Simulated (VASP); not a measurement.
Crystal: YHf3.

```xyz
4
Lattice="4.3703 0.0000 0.0000 0.0000 4.3703 0.0000 0.0000 0.0000 4.3703" Properties=species:S:1:pos:R:3 pbc="T T T"
Y     0.0000    0.0000    0.0000
Hf    0.0000    2.1852    2.1852
Hf    2.1852    0.0000    2.1852
Hf    2.1852    2.1852    0.0000
```

```yaml
Program: VASP 6.6.1
Task: relaxation of cell and atoms
Functional: PBE
Potentials_or_basis: VASP PAW PBE potentials, release 64 (Y_sv, Hf_pv)
Cutoff: 600 eV
k_mesh: 4 × 4 × 4
Occupations: gaussian, width 0.1 eV
Spin: no spin polarisation
```

At the start: pressure 15.6 GPa; volume 20.87 Å³/atom.

How do energy, volume and symmetry change on relaxing?

Over 3 steps the energy falls by 142.0 meV/atom and the volume is 24.19 Å³/atom (+15.9 %); space group Pm-3m (No. 221, to 0.05 Å).

The path:
```
step  energy change (eV)  largest force (eV/Å)  pressure (GPa)  volume (Å³)
   1              0.0000                0.0000           15.57        83.47
   2             -0.1465                0.0000           -8.75       110.45
   3             -0.5680                0.0000           -0.19        96.77
```

Final structure:
```
CELL_PARAMETERS angstrom
4.59106 0.00000 0.00000
0.00000 4.59106 0.00000
0.00000 0.00000 4.59106
ATOMIC_POSITIONS crystal
Y 0.00000 0.00000 0.00000
Hf 0.00000 0.50000 0.50000
Hf 0.50000 0.00000 0.50000
Hf 0.50000 0.50000 0.00000
```

Caveat: the volume moved by over 15 % at a fixed basis, so the end points are rough.
